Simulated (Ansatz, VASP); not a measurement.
CsH5 in VASP and in Ansatz

```
Cs H
1.0
     4.41751    0.00000    0.00000
    -2.20875    3.82567    0.00000
     0.00000    0.00000    4.02902
Cs H
1 5
Direct
  0.00000 0.00000 0.00000
  0.50000 0.00000 0.50000
  0.50000 0.50000 0.50000
  0.00000 0.50000 0.50000
  0.33333 0.66667 0.50007
  0.66667 0.33333 0.49993
```

Alike in both runs: functional PBE; k mesh 6 × 6 × 4; occupations gaussian, width 0.1 eV; no spin polarisation.

Ansatz relaxed the structure, and its values are those at the end. VASP's run is a single point on that final structure, the one shown.

```csv
,VASP,Ansatz
version,VASP 6.6.1,Ansatz 0.2.0
potentials or method,"VASP PAW PBE potentials, release 64 (Cs_sv, H), cutoff 520 eV","scalar-relativistic, plane waves, PAW"
valence electrons in the cell,14,14
```

```csv
,VASP,Ansatz,Ansatz less VASP
gap on the k mesh at the Fermi level (eV),none,none,-
pressure (GPa),-0.1,-0.1,-0.02
```

A gap of «none» marks a metal or a gap that the smearing closes.

The k mesh is coarse, so the values compare programs but aren't converged. Neither program's run includes spin-orbit coupling.
